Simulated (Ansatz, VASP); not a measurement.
Two plane-wave programs on Li2S

File INCAR:

```
PREC = Accurate
ENCUT = 750
EDIFF = 1E-6
ISMEAR = 0
SIGMA = 0.1
LREAL = F
LASPH = T
NELM = 120
ALGO = Normal
ISIF = 2
LWAVE = F
LCHARG = F
GGA = PE
NBANDS = 13
GGA_COMPAT = F
```

KPOINTS

```
regular mesh
0
Gamma
  1 1 1
```

File POSCAR:

```
Li2S
1.0
    0.0000000000      2.8351678429      2.8351678429
    2.8351678429      0.0000000000      2.8351678429
    2.8351678429      2.8351678429      0.0000000000
Li S
2 1
Direct
    0.7500000000      0.7500000000      0.7500000000
    0.2500000000      0.2500000000      0.2500000000
    0.0000000000      0.0000000000      0.0000000000
```

Input for Ansatz:

```yaml
crystal:
  lattice:
    - [0.0, 2.8351678429, 2.8351678429]
    - [2.8351678429, 0.0, 2.8351678429]
    - [2.8351678429, 2.8351678429, 0.0]
  atoms:
    - { symbol: Li, position: [0.75, 0.75, 0.75] }
    - { symbol: Li, position: [0.25, 0.25, 0.25] }
    - { symbol: S, position: [0.0, 0.0, 0.0] }
basis:
  ecutrho_ratio: 4
kpoints:
  mp_grid: { grid: [1, 1, 1] }
hamiltonian:
  xc: pbe
  pseudopotentials: { kind: nc }
scf:
  occupations: { method: gaussian, width: 0.1 }
  eigensolver: { kind: davidson, full_accuracy: true }
  max_iter: 66
output:
  forces: true
  stress: true
  eigenvalues: true
```

Alike in both runs: task single point; functional PBE; k mesh 1 × 1 × 1; occupations gaussian, width 0.1 eV; no spin polarisation.

|  | VASP | Ansatz |
| --- | --- | --- |
| version | VASP 6.6.1 | Ansatz 0.2.0 |
| potentials or method | VASP PAW PBE potentials, release 64 (Li_sv, S) | scalar-relativistic, plane waves, norm-conserving potentials |
| plane-wave cutoff (eV) | 750 | 1034 |
| valence electrons in the cell | 12 | 12 |

```tsv
	VASP	Ansatz	Ansatz less VASP
gap on the k mesh at the Fermi level (eV)	3.66	3.65	-0.007
least direct gap on the mesh (eV)	3.66	3.65	-0.007
```

The k mesh is coarse, so the values compare programs but aren't converged.
